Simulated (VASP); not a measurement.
Wanted: the native input for a VASP 6.6.1 run.

| Property | Result |
| --- | --- |
| Task | single point |
| Functional | LDA |
| Potentials or basis | VASP PAW LDA potentials, release 64 (W_sv) |
| Cutoff | 520 eV |
| k mesh | 12 × 12 × 12 |
| Occupations | fermi-dirac, width 0.05 eV |
| Spin | no spin polarisation |
| Dipole correction | no |
| Further INCAR settings | ALGO = Fast; EDIFF = 1e-07; NBANDS = 13 |

The structure of W lies in POSCAR:

```
W
1.0
   -1.5609593379      1.5609593379      1.5609593379
    1.5609593379     -1.5609593379      1.5609593379
    1.5609593379      1.5609593379     -1.5609593379
W
1
Direct
    0.0000000000      0.0000000000      0.0000000000
```

This cell differs from its parent crystal: volume scaled by 0.96.

The input as run:

INCAR

```
PREC = Accurate ; ENCUT = 520
EDIFF = 1E-7 ; ISMEAR = -1
SIGMA = 0.05 ; LREAL = False
LASPH = True ; NELM = 60
ALGO = Fast ; ISIF = 2
LWAVE = False ; LCHARG = False
NBANDS = 13
```

KPOINTS

```
Automatic mesh
0
Gamma
  12 12 12
```

Potentials or basis: VASP PAW LDA potentials, release 64 (W_sv).

Run with:

```console
$ cat potpaw_LDA.64/W_sv/POTCAR > POTCAR
$ mpirun -np 1 vasp_std > vasp.out
```

Results of the run:

The pressure is 6.0 GPa. The band gap on the k mesh is zero (band 7 reaches 17.39 eV, above the bottom of band 8 at 10.61 eV).

Caveat: spin-orbit coupling is left out, which moves the levels of the heavy elements.

Run time: 9.1 s on 1 thread of Intel Xeon 6975P-C, with other jobs on the host, peak memory 0.13 GiB.
